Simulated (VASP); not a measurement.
Input of a VASP 6.6.1 run:

File INCAR:

```
  PREC = Accurate
  ENCUT = 520
  EDIFF = 1E-7
  ISMEAR = -1
  SIGMA = 0.02
  LREAL = False
  LASPH = True
  NELM = 100
  ALGO = Fast
  ISIF = 2
  LWAVE = False
  LCHARG = False
  GGA = PS
  NBANDS = 25
```

File KPOINTS:

```
regular mesh
0
Gamma
  16 16 8
```

The input POSCAR:

```
CuO
1.0
    2.3446500000     -1.7134000000      0.0000000000
    2.3446500000      1.7134000000      0.0000000000
   -0.8605500000      0.0000000000      5.0594400000
Cu O
2 2
Direct
    0.0032000000      0.4968000000      0.0000000000
    0.4968000000      0.0032000000      0.5000000000
    0.5714000000      0.4056000000      0.2537000000
    0.4056000000      0.5714000000      0.7537000000
```

Potentials or basis: VASP PAW PBE potentials, release 64 (Cu, O).

Command:

```console
$ cat potpaw_PBE.64/Cu/POTCAR potpaw_PBE.64/O/POTCAR > POTCAR
$ mpirun -np 1 vasp_std > vasp.out
```

(1) What does it give for the largest force?

(2) Predict the pressure.

Answers

(1) 0.756 eV/Å.

(2) -2.0 GPa.

Caveat: the PAW data sets were made with another functional, which shifts forces and pressure a little.
